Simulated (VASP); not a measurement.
LiH: single point with PBE

LiH:

```xyz
2
Lattice="0.0000 2.0325 2.0325 2.0325 0.0000 2.0325 2.0325 2.0325 0.0000" Properties=species:S:1:pos:R:3 pbc="T T T"
Li    0.0000    0.0000    0.0000
H     2.0469    2.0469    2.0469
```

This cell differs from its parent crystal: all H atoms moved +0.025 Å, as atom 2 along Cartesian [1 1 1].

```json
{
 "Program": "VASP 6.6.1",
 "Task": "single point",
 "Functional": "PBE",
 "Potentials or basis": "VASP PAW PBE potentials, release 64 (Li_sv, H)",
 "Cutoff": "750 eV",
 "k mesh": "10 × 10 × 10",
 "Occupations": "gaussian, width 0.05 eV",
 "Spin": "no spin polarisation"
}
```

- Pressure: -1.6 GPa
- Largest force: 0.024 eV/Å
- Band gap on the k mesh: 3.01 eV, direct

Forces on the atoms (eV/Å):
```
Li   0.014  0.014  0.014
H   -0.014 -0.014 -0.014
```

Levels at points of the mesh, in eV from the valence-band top:
| k point | band 1 | band 2 | band 3 | band 4 | band 5 | band 6 |
| --- | --- | --- | --- | --- | --- | --- |
| (0.00, 0.00, 0.00) | -44.32 | -5.28 | 15.54 | 17.47 | 17.47 | 17.49 |
| (0.50, 0.00, 0.00) | -44.28 | -2.51 | 4.81 | 13.31 | 16.12 | 16.13 |
| (0.50, 0.50, 0.50) | -44.28 | -2.51 | 4.81 | 13.31 | 16.13 | 16.13 |
| (0.50, 0.50, 0.00) | -44.27 | 0.00 | 3.01 | 10.61 | 10.61 | 13.73 |

Run time: 12 s on 1 thread of Intel(R) Xeon(R) 6975P-C (Granite Rapids) (shared host), peak memory 0.16 GiB.

Caveat: the cell differs from its parent crystal (all H atoms moved +0.025 Å, as atom 2 along Cartesian [1 1 1]). A k mesh can miss the band edges.
